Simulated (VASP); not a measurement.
# PbO (Pbcm) in VASP: single point with PBE

Aim: the single point of PbO with PBE.

Program: VASP 6.6.1. These are calculated values, not measurements. Logs are shortened: lines on timing, memory, paths and dates and some standing lists are left out, and cuts for length are marked.

## Step 1: The cell of the first run

It takes space group Pbcm (No. 57, orthorhombic). The conventional cell has a = 6.388 Å, b = 5.813 Å, c = 4.803 Å, α = 90.00°, β = 90.00°, γ = 90.00°. Pb (site symmetry m) has 4 O at 2.26 to 2.50 Å within 3.0 Å. O (site symmetry m) has 4 Pb at 2.26 to 2.50 Å and 4 O at 2.99 to 3.10 Å within 3.1 Å.

## Step 2: Single point, PBE

File INCAR:

```
PREC = Accurate ; ENCUT = 600
EDIFF = 1E-6 ; ISMEAR = 0
SIGMA = 0.02 ; LREAL = F
LASPH = T ; NELM = 120
ALGO = Normal ; ISIF = 2
LWAVE = F ; LCHARG = F
GGA = PE ; NBANDS = 50
GGA_COMPAT = F
```

File KPOINTS:

```
Automatic mesh
0
Gamma
  6 6 6
```

File POSCAR:

```
PbO
1.0
    6.3876462265      0.0000000000      0.0000000000
    0.0000000000      5.8132049341      0.0000000000
    0.0000000000      0.0000000000      4.8030870899
Pb O
4 4
Direct
    0.2118917268      0.9788134949      0.2500000000
    0.7881082732      0.0211865051      0.7500000000
    0.2118917268      0.5211865051      0.7500000000
    0.7881082732      0.4788134949      0.2500000000
    0.8751169242      0.0971587409      0.2500000000
    0.1248830758      0.9028412591      0.7500000000
    0.8751169242      0.4028412591      0.7500000000
    0.1248830758      0.5971587409      0.2500000000
```

Potentials or basis: VASP PAW PBE potentials, release 64 (Pb_d, O).

Started as:

```
> cat potpaw_PBE.64/Pb_d/POTCAR potpaw_PBE.64/O/POTCAR > POTCAR
> mpirun -np 1 vasp_std > vasp.out
```

OUTCAR:

```text
PREC = Accurate
   ENCUT = 600
   EDIFF = 1E-6
   ISMEAR = 0
   LREAL = F
   LASPH = T
   NELM = 120
   ISIF = 2
   GGA = PE

 ion  position               nearest neighbor table
   1  0.212  0.979  0.250-   5 2.26   8 2.29   6 2.50   6 2.50   3 3.58   3 3.58   2 3.63   2 3.63
                             3 3.96   3 3.96   4 3.97   4 3.97
   2  0.788  0.021  0.750-   6 2.26   7 2.29   5 2.50   5 2.50   4 3.58   4 3.58   1 3.63   1 3.63
                             4 3.96   4 3.96   3 3.97   3 3.97
   3  0.212  0.521  0.750-   7 2.26   6 2.29   8 2.50   8 2.50   1 3.58   1 3.58   4 3.63   4 3.63
                             1 3.96   1 3.96   2 3.97   2 3.97
   4  0.788  0.479  0.250-   8 2.26   5 2.29   7 2.50   7 2.50   2 3.58   2 3.58   3 3.63   3 3.63
                             2 3.96   2 3.96   1 3.97   1 3.97
   5  0.875  0.097  0.250-   1 2.26   4 2.29   2 2.50   2 2.50
   6  0.125  0.903  0.750-   2 2.26   3 2.29   1 2.50   1 2.50
   7  0.875  0.403  0.750-   3 2.26   2 2.29   4 2.50   4 2.50
   8  0.125  0.597  0.250-   4 2.26   1 2.29   3 2.50   3 2.50

  LATTYP: Found a simple orthorhombic cell.
 ALAT       =     4.8030870899
 B/A-ratio  =     1.2103059606
 C/A-ratio  =     1.3299043109

  Lattice vectors:

 A1 = (   0.0000000000,   0.0000000000,  -4.8030870899)
 A2 = (   0.0000000000,   5.8132049341,   0.0000000000)
 A3 = (   6.3876462265,   0.0000000000,   0.0000000000)

Analysis of symmetry for initial positions (statically):
=====================================================================
 Subroutine PRICEL returns:
 Original cell was already a primitive cell.

 Routine SETGRP: Setting up the symmetry group for a
 simple orthorhombic supercell.

 Subroutine GETGRP returns: Found  8 space group operations
 (whereof  2 operations were pure point group operations)
 out of a pool of  8 trial point group operations.

The static configuration has the point symmetry S_2 .
 The point group associated with its full space group is D_2h.

Analysis of symmetry for dynamics (positions and initial velocities):
=====================================================================
 Subroutine PRICEL returns:
 Original cell was already a primitive cell.

 Routine SETGRP: Setting up the symmetry group for a
 simple orthorhombic supercell.

 Subroutine GETGRP returns: Found  8 space group operations
 (whereof  2 operations were pure point group operations)
 out of a pool of  8 trial point group operations.

The dynamic configuration has the point symmetry S_2 .
 The point group associated with its full space group is D_2h.

 Subroutine INISYM returns: Found  8 space group operations
 (whereof  2 operations are pure point group operations),
 and found     1 'primitive' translations

----------------------------------------------------------------------------------------

                                     Primitive cell

  volume of cell :     178.3516

  direct lattice vectors                    reciprocal lattice vectors
     6.387646227  0.000000000  0.000000000     0.156552189  0.000000000  0.000000000
     0.000000000  5.813204934  0.000000000     0.000000000  0.172022148  0.000000000
     0.000000000  0.000000000  4.803087090     0.000000000  0.000000000  0.208199431

  length of vectors
     6.387646227  5.813204934  4.803087090     0.156552189  0.172022148  0.208199431

  position of ions in fractional coordinates (direct lattice)
     0.211891727  0.978813495  0.250000000
     0.788108273  0.021186505  0.750000000
     0.211891727  0.521186505  0.750000000
     0.788108273  0.478813495  0.250000000
     0.875116924  0.097158741  0.250000000
     0.124883076  0.902841259  0.750000000
     0.875116924  0.402841259  0.750000000
     0.124883076  0.597158741  0.250000000

  ion indices of the primitive-cell ions
   primitive index   ion index
                 1           1
                 2           2
                 3           3
                 4           4
                 5           5
                 6           6
                 7           7
                 8           8

----------------------------------------------------------------------------------------

 KPOINTS: Automatic mesh

Automatic generation of k-mesh.
 Grid dimensions read from file:
 generate k-points for:    6    6    6

 Generating k-lattice:

  Cartesian coordinates                     Fractional coordinates (reciprocal lattice)
     0.026092032  0.000000000  0.000000000     0.166666667  0.000000000  0.000000000
     0.000000000  0.028670358  0.000000000     0.000000000  0.166666667  0.000000000
     0.000000000  0.000000000  0.034699905     0.000000000  0.000000000  0.166666667

  Length of vectors
     0.026092032  0.028670358  0.034699905

  Shift w.r.t. Gamma in fractional coordinates (k-lattice)
     0.000000000  0.000000000  0.000000000

 Subroutine IBZKPT returns following result:
 ===========================================

 Found     64 irreducible k-points:

 Following reciprocal coordinates:
            Coordinates               Weight
  0.000000  0.000000  0.000000      1.000000
  0.166667  0.000000  0.000000      2.000000
  0.333333  0.000000  0.000000      2.000000
  0.500000  0.000000  0.000000      1.000000
  0.000000  0.166667  0.000000      2.000000
  0.166667  0.166667  0.000000      4.000000
[... 16 lines left out ...]
  0.333333  0.166667  0.166667      8.000000
  0.500000  0.166667  0.166667      4.000000
 [... further k-points ...]
   k-points           NKPTS =     64   k-points in BZ     NKDIM =     64   number of bands    NBANDS=     50
   number of dos      NEDOS =    301   number of ions     NIONS =      8
   total plane-waves  NPLWV = 103680
   dimension x,y,z NGX =    54 NGY =   48 NGZ =   40
   dimension x,y,z NGXF=   108 NGYF=   96 NGZF=   80
   ions per type =               4   4
   NGX,Y,Z   is equivalent  to a cutoff of  14.05, 13.73, 13.84 a.u.
   NGXF,Y,Z  is equivalent  to a cutoff of  28.11, 27.45, 27.69 a.u.
 SYSTEM =  unknown system
   PREC   = accura    normal or accurate (medium, high low for compatibility)
   ISTART =      0    job   : 0-new  1-cont  2-samecut
   ICHARG =      2    charge: 1-file 2-atom 10-const
   ISPIN  =      1    spin polarized calculation?
   LNONCOLLINEAR =      F non collinear calculations
   LSORBIT =      F    spin-orbit coupling
   LASPH  =      T    aspherical Exc in radial PAW
   ENCUT  =  600.0 eV  44.10 Ry    6.64 a.u.  12.76 11.61  9.59*2*pi/ulx,y,z
   NELM   =    120;   NELMIN=  2; NELMDL= -5     # of ELM steps
   EDIFF  = 0.1E-05   stopping-criterion for ELM
   LREAL  =      F    real-space projection
   EDIFFG = 0.1E-04   stopping-criterion for IOM
   NSW    =      0    number of steps for IOM
   IBRION =     -1    ionic relax: 0-MD 1-quasi-New 2-CG
   NFREE  =      0    steps in history (QN), initial steepest desc. (CG)
   ISIF   =      2    stress and relaxation
   ISYM   =      2    0-nonsym 1-usesym 2-fastsym
   POTIM  = 0.5000    time-step for ionic-motion
   TEBEG  =    0.0;   TEEND  =   0.0 temperature during run
   PSTRESS=    0.0 pullay stress
   NELECT =      80.0000    total number of electrons
   NUPDOWN=      -1.0000    fix difference up-down
   EMIN   =  10.00;   EMAX   =-10.00  energy-range for DOS
   EFERMI =   0.00;   METHOD = LEGACY
   ISMEAR =     0;   SIGMA  =   0.02  broadening in eV -4-tet -1-fermi 0-gaus
   EFERMI_NEDOS =   21; number of points for ismear=-14 and -15
   IALGO  =     38    algorithm
   IMIX   =      4    mixing-type and parameters
     AMIX     =   0.40;   BMIX     =  1.00
     AMIX_MAG =   1.60;   BMIX_MAG =  1.00
  volume/ion in A,a.u.               =      22.29       150.45
  Fermi-wavevector in a.u.,A,eV,Ry     =   1.253177  2.368162 21.367314  1.570453
  Thomas-Fermi vector in A             =   2.387042
   LORBIT       =      0    0 simple, 1 ext, 2 COOP (PROOUT), +10 PAW based schemes
   GGA     = PE    functional components
   LHFCALC =     F    Hartree Fock is set to
   AEXX    =    0.0000 exact exchange contribution
   IVDW    =     0    specifies the selected vdW correction
   LEPSILON=     F    determine dielectric tensor
   LRPA    =     F    only Hartree local field effects (RPA)
 non-spin polarized calculation
 Gauss-broadening in eV      SIGMA  =   0.02
  energy-cutoff  :      600.00
  volume of cell :      178.35
 maximum number of plane-waves:      5976
 NGX is ok and might be reduce to    54
   NGX = 25   NGY = 23   NGZ = 19

 number of electron      80.0000010 magnetization

 Free energy of the ion-electron system (eV)
  ---------------------------------------------------
  ext. energy  EPLUGINS =         0.00000000
  ---------------------------------------------------
  free energy    TOTEN  =       -42.90799252 eV

  energy without entropy =      -42.90799252  energy(sigma->0) =      -42.90799252

 E-fermi :   3.5864     XC(G=0):  -9.1972

 val. band max:        3.4787536957   @ k =   0.0000   0.0000   0.0000
 cond. band min:       5.7788555740   @ k =   0.5000   0.5000   0.3333
 fundamental gap:      2.3001018783
 Fermi energy:         3.5863802097

 k-point     1 :       0.0000    0.0000    0.0000
  band No.  band energies     occupation
      1     -13.8642      2.00000
      2     -13.8455      2.00000
      3     -13.7604      2.00000
      4     -13.6632      2.00000
      5     -12.0192      2.00000
      6     -11.9802      2.00000
[... 42 lines left out ...]
     49      10.5354      0.00000
     50      10.8881      0.00000

 k-point     2 :       0.1667    0.0000    0.0000
  band No.  band energies     occupation
      1     -13.8633      2.00000
      2     -13.8436      2.00000
      3     -13.7591      2.00000
      4     -13.6619      2.00000
      5     -12.0186      2.00000
      6     -11.9798      2.00000
[... 1158 lines left out ...]
 k-point    24 :       0.5000    0.1667    0.1667
  band No.  band energies     occupation
      1     -13.8191      2.00000
      2     -13.7825      2.00000
      3     -13.7212      2.00000
      4     -13.6357      2.00000
      5     -11.9943      2.00000
      6     -11.9774      2.00000
[... 42 lines left out ...]
     49      10.5480      0.00000
     50      10.6230      0.00000

 [... further k-points ...]

------------------------ aborting loop because EDIFF is reached ----------------------------------------

  FORCE on cell =-STRESS in cart. coord.  units (eV):
  Direction    XX          YY          ZZ          XY          YZ          ZX
  --------------------------------------------------------------------------------------
  -------------------------------------------------------------------------------------
  Total        0.0859806      0.0402265     -0.0481441      0.0000000     -0.0000000      0.0000000
  in kB        0.7723858      0.3613647     -0.4324910      0.0000000     -0.0000000      0.0000000
  external PRESSURE =       0.2337531 kB  Pullay stress =       0.0000000 kB

 VOLUME and BASIS-vectors are now :
 -----------------------------------------------------------------------------
  energy-cutoff  :      600.00
  volume of cell :      178.35
      direct lattice vectors                 reciprocal lattice vectors
     6.387646227  0.000000000  0.000000000     0.156552189  0.000000000  0.000000000
     0.000000000  5.813204934  0.000000000     0.000000000  0.172022148  0.000000000
     0.000000000  0.000000000  4.803087090     0.000000000  0.000000000  0.208199431

 POSITION                                       TOTAL-FORCE (eV/Angst)
 -----------------------------------------------------------------------------------
      1.35349      5.69004      1.20077         0.032297      0.014447      0.000000
      5.03416      0.12316      3.60232        -0.032297     -0.014447     -0.000000
      1.35349      3.02976      3.60232         0.032297     -0.014447     -0.000000
      5.03416      2.78344      1.20077        -0.032297      0.014447      0.000000
      5.58994      0.56480      1.20077        -0.009766     -0.008829     -0.000000
      0.79771      5.24840      3.60232         0.009766      0.008829      0.000000
      5.58994      2.34180      3.60232        -0.009766      0.008829     -0.000000
      0.79771      3.47141      1.20077         0.009766     -0.008829      0.000000
 -----------------------------------------------------------------------------------
    total drift:                                0.000000     -0.000000     -0.000000

  FREE ENERGIE OF THE ION-ELECTRON SYSTEM (eV)
  ---------------------------------------------------
  free  energy   TOTEN  =       -42.9079925209 eV

  energy  without entropy=      -42.9079925209  energy(sigma->0) =      -42.90799252
```

Run time: 8.3 min. Hardware: 1 thread of Intel Xeon Platinum 8559C (Emerald Rapids), shared host; peak memory 0.64 GiB.

What came out:

| Property | Result |
| --- | --- |
| Free energy | -42.9080 eV |
| Pressure | 0.0 GPa |
| Largest force | 0.035 eV/Å |
| Band gap on the k mesh | 2.30 eV (least direct gap 2.61 eV) |

Forces on the atoms (eV/Å):
```
Pb   0.032  0.014  0.000
Pb  -0.032 -0.014  0.000
Pb   0.032 -0.014  0.000
Pb  -0.032  0.014  0.000
O   -0.010 -0.009  0.000
O    0.010  0.009  0.000
O   -0.010  0.009  0.000
O    0.010 -0.009  0.000
```

Caveat: spin-orbit coupling is left out, which moves the levels of the heavy elements. A k mesh can miss the band edges.
